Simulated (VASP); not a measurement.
The system is SnO2 (Cassiterite).

```
Sn O
1.0
     4.73800    0.00000    0.00000
     0.00000    4.73800    0.00000
     0.00000    0.00000    3.18650
Sn O
2 4
Direct
  0.50000 0.50000 0.50000
  0.00000 0.00000 0.00000
  0.80710 0.19290 0.50000
  0.69290 0.69290 0.00000
  0.19290 0.80710 0.50000
  0.30710 0.30710 0.00000
```

Base run:

```yaml
Program: VASP 6.6.1
Functional: revPBE
Potentials_or_basis: VASP PAW PBE potentials, release 64 (Sn_d, O)
Cutoff: 520 eV
k_mesh: 6 × 6 × 8
Occupations: fermi-dirac, width 0.05 eV
Spin: no spin polarisation
```

Its results: band gap on the k mesh 1.34 eV, direct; pressure 14.9 GPa; largest force 0.317 eV/Å.

Question: After a change of settings the same cell gave: band gap on the k mesh 1.36 eV, direct; pressure 16.0 GPa; largest force 0.326 eV/Å. Which change was it?
A. functional from revPBE to BLYP; dispersion from none to D3(BJ)
B. functional from revPBE to RPBE
C. further incar settings from ALGO = Normal; EDIFF = 1e-06; NBANDS = 35 to ALGO = Normal; EDIFF = 1e-07; NBANDS = 35; dispersion from none to D3(BJ)
D. functional from revPBE to PBEsol

Answer: B.

Caveats: the PAW data sets were made with another functional, which shifts forces and pressure a little; spin-orbit coupling is left out, which moves the levels of the heavy elements.
